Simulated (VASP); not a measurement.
InPd: relaxation of cell and atoms with PBE

InPd:

```
CELL_PARAMETERS angstrom
3.27188 0.00000 0.00000
0.00000 3.27188 0.00000
0.00000 0.00000 3.27188
ATOMIC_POSITIONS crystal
In 0.00000 0.00000 0.00000
Pd 0.50000 0.50000 0.50000
```

| Item | Value |
| --- | --- |
| Program | VASP 6.6.1 |
| Task | relaxation of cell and atoms |
| Functional | PBE |
| Potentials or basis | VASP PAW PBE potentials, release 64 (In_d, Pd) |
| Cutoff | 600 eV |
| k mesh | 8 × 8 × 8 |
| Occupations | fermi-dirac, width 0.05 eV |
| Spin | no spin polarisation |
| Dipole correction | no |
| Further INCAR settings | ALGO = Normal; EDIFF = 1e-07; IBRION = 2; EDIFFG = -0.01; NSW = 60; ISIF = 3 |

The relaxed volume is 18.04 Å³/atom and the relaxed cell is a = 3.304 Å, b = 3.304 Å, c = 3.304 Å, α = 90.00°, β = 90.00°, γ = 90.00°. The space group after relaxing (to 0.05 Å) is Pm-3m (No. 221) and the energy gained by relaxing is 5.9 meV/atom. The ionic steps are 3 and the pressure after relaxing is 0.0 GPa.

The path:
```csv
step,energy change (eV),largest force (eV/Å),pressure (GPa),volume (Å³)
1,0.0000,0.0000,3.70,35.03
2,-0.0016,0.0000,-3.02,37.12
3,-0.0117,0.0000,0.00,36.08
```

Final structure:
```cif
data_structure
_symmetry_space_group_name_H-M 'P 1'
_symmetry_Int_Tables_number 1
_cell_length_a 3.3043
_cell_length_b 3.3043
_cell_length_c 3.3043
_cell_angle_alpha 90.000
_cell_angle_beta 90.000
_cell_angle_gamma 90.000
_cell_volume 36.08
loop_
_atom_site_label
_atom_site_type_symbol
_atom_site_fract_x
_atom_site_fract_y
_atom_site_fract_z
_atom_site_occupancy
In1 In 0.00000 0.00000 0.00000 1
Pd1 Pd 0.50000 0.50000 0.50000 1
```

Levels at points of the mesh, in eV from the Fermi level:
```
           k point  band 10  band 11  band 12  band 13  band 14  band 15
(0.00, 0.00, 0.00)    -2.12    -2.12     4.25     4.25     4.25     9.14
(0.50, 0.00, 0.00)    -3.05    -2.18    -1.01     9.39     9.39     9.87
(0.50, 0.50, 0.00)    -2.13    -2.13    -1.56     1.40     2.46     9.35
(0.50, 0.50, 0.50)    -1.53    -0.12     3.84     3.84     3.84     4.36
```

Run time: 26 s on 1 thread of Intel(R) Xeon(R) 6975P-C (Granite Rapids), on a shared host, peak memory 0.18 GiB.

Caveat: spin-orbit coupling is left out, which moves the levels of the heavy elements.
